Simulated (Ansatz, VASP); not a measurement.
# PtSe2 in VASP and in Ansatz

File INCAR:

```
PREC     = Accurate       # precision mode
ENCUT    = 520            # plane-wave cutoff, eV
EDIFF    = 1E-8           # SCF threshold, eV
ISMEAR   = -1             # smearing method
SIGMA    = 0.15           # smearing width, eV
LREAL    = False          # projectors in reciprocal space
LASPH    = True           # aspherical terms in the spheres
NELM     = 100            # most SCF steps
ALGO     = Normal         # electronic algorithm
ISIF     = 2              # what is computed and relaxed
LWAVE    = False          # write WAVECAR
LCHARG   = False          # write CHGCAR
GGA      = PE             # functional
IVDW     = 12             # dispersion correction
LEFG     = True         
NBANDS   = 18             # bands
```

Contents of KPOINTS:

```
regular mesh
0
Gamma
  15 15 10
```

POSCAR

```
PtSe2
1.0
    3.7719032157      0.0000000000      0.0000000000
   -1.8859516079      3.2665640054      0.0000000000
    0.0000000000      0.0000000000      4.8214860767
Pt Se
1 2
Direct
    0.0000000000      0.0000000000      0.0000000000
    0.3333333333      0.6666666667      0.2657465366
    0.6666666667      0.3333333333      0.7342534634
```

Input for Ansatz:

```yaml
crystal:
  lattice:
    - [3.7719032157, 0.0, 0.0]
    - [-1.8859516079, 3.2665640054, 0.0]
    - [0.0, 0.0, 4.8214860767]
  atoms:
    - { symbol: Pt, position: [0.0, 0.0, 0.0] }
    - { symbol: Se, position: [0.3333333333, 0.6666666667, 0.2657465366] }
    - { symbol: Se, position: [0.6666666667, 0.3333333333, 0.7342534634] }
basis:
  ecutwfc: 420
kpoints:
  mp_grid: { grid: [15, 15, 10] }
hamiltonian:
  xc: pbe
  dispersion: d3bj
scf:
  occupations: { method: fermi_dirac, width: 0.15 }
output:
  forces: true
  stress: true
  eigenvalues: true
  efg: {}
checkpoint:
  read: start.run
  write: ck
  compress: false
  write_wavefunctions: false
  write_every: 100000
```

Alike in both runs: task electric field gradients; functional PBE; dispersion D3(BJ); k mesh 15 × 15 × 10; occupations fermi-dirac, width 0.15 eV; no spin polarisation.

|  | VASP | Ansatz |
| --- | --- | --- |
| version | VASP 6.6.1 | Ansatz 0.2.0 |
| potentials or method | VASP PAW PBE potentials, release 64 (Pt, Se), cutoff 520 eV | scalar-relativistic, plane waves, PAW |
| valence electrons in the cell | 22 | 50 |

|  | VASP | Ansatz | Ansatz less VASP |
| --- | --- | --- | --- |
| gap on the k mesh at the Fermi level (eV) | none | none | - |
| pressure (GPa) | 0.0 | 0.0 | +0.03 |
| size of Vzz on the site where it differs most (V/Å²) | 123.3 | 72.9 | -50.36 |

A gap of «none» marks a metal or a gap that the smearing closes. VASP's potentials hold 22 valence electrons a cell and Ansatz's 50, so a difference there can come from the potentials and not from the codes.

Spin-orbit coupling is off throughout.
